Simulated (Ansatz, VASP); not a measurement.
Given: the input of a run of Ansatz 0.2.0 on TiO2.

The input input.yaml:

```yaml
crystal:
  lattice:
    - [4.5998373239, 0.0, 0.0]
    - [0.0, 4.5998373239, 0.0]
    - [0.0, 0.0, 2.95921356]
  atoms:
    - { symbol: Ti, position: [0.0, 0.0, 0.5] }
    - { symbol: Ti, position: [0.5, 0.5, 0.0] }
    - { symbol: O, position: [0.30432132, 0.30432132, 0.5] }
    - { symbol: O, position: [0.19567868, 0.80432132, 0.0] }
    - { symbol: O, position: [0.80432132, 0.19567868, 0.0] }
    - { symbol: O, position: [0.69567868, 0.69567868, 0.5] }
hamiltonian:
  xc: pbe
  pseudopotentials: { kind: paw }
kpoints:
  mp_grid: { grid: [6, 6, 9] }
scf:
  occupations: { method: fermi_dirac, width: 0.05 }
output:
  forces: true
  stress: true
relax:
  f_tol: 0.01
  max_steps: 40
  cell: { stress_tol: 0.05 }
```

Potentials or basis: Ansatz PAW.

Run with:

```sh
$ ansatz run input.yaml --threads 2 --pin off --max-ram 5632MiB --backend cpu --events-out ev --progress --plain --runs-dir out
```

**Question.** Translate it to VASP 6.6.1. Potentials there: VASP PAW PBE potentials, release 64 (Ti_pv, O).

**Answer.** As run (the cutoff follows the program's own potentials):

Contents of INCAR:

```
SYSTEM = TiO2
ALGO = Normal ; EDIFF = 1E-6
EDIFFG = -0.02 ; ENCUT = 600
GGA = PE ; IBRION = 2
ISIF = 3 ; ISMEAR = -1
LASPH = .True. ; LCHARG = .False.
LREAL = .False. ; LWAVE = .False.
NELM = 100 ; NSW = 60
PREC = Accurate ; SIGMA = 0.05
```

File KPOINTS:

```
k-points
0
Gamma
  6 6 9
  0 0 0
```

POSCAR

```
TiO2
1.0
    4.5998373239      0.0000000000      0.0000000000
    0.0000000000      4.5998373239      0.0000000000
    0.0000000000      0.0000000000      2.9592135600
Ti O
2 4
Direct
    0.0000000000      0.0000000000      0.5000000000
    0.5000000000      0.5000000000      0.0000000000
    0.3043213200      0.3043213200      0.5000000000
    0.1956786800      0.8043213200      0.0000000000
    0.8043213200      0.1956786800      0.0000000000
    0.6956786800      0.6956786800      0.5000000000
```

Potentials or basis: VASP PAW PBE potentials, release 64 (Ti_pv, O).

Run with:

```sh
$ cat potpaw_PBE.64/Ti_pv/POTCAR potpaw_PBE.64/O/POTCAR > POTCAR
$ mpirun -np 1 vasp_std > vasp.out
```

Both were run:

|  | VASP | Ansatz | Ansatz less VASP |
| --- | --- | --- | --- |
| relaxed volume (Å³/atom) | 10.70 | 10.65 | -0.046 |
| relaxed cell length with the largest relative difference (Å) | 2.968 | 2.964 | -0.0044 |

VASP's potentials hold 44 valence electrons a cell and Ansatz's 48, so a difference there can come from the potentials and not from the codes.

Noted on Ansatz's run: odd divisions of the mesh miss points on the zone boundary, where band edges often lie, so the gap on the mesh can be too wide; the plane-wave basis is chosen anew once the cell has moved, so the energies of steps on either side of that aren't comparable.
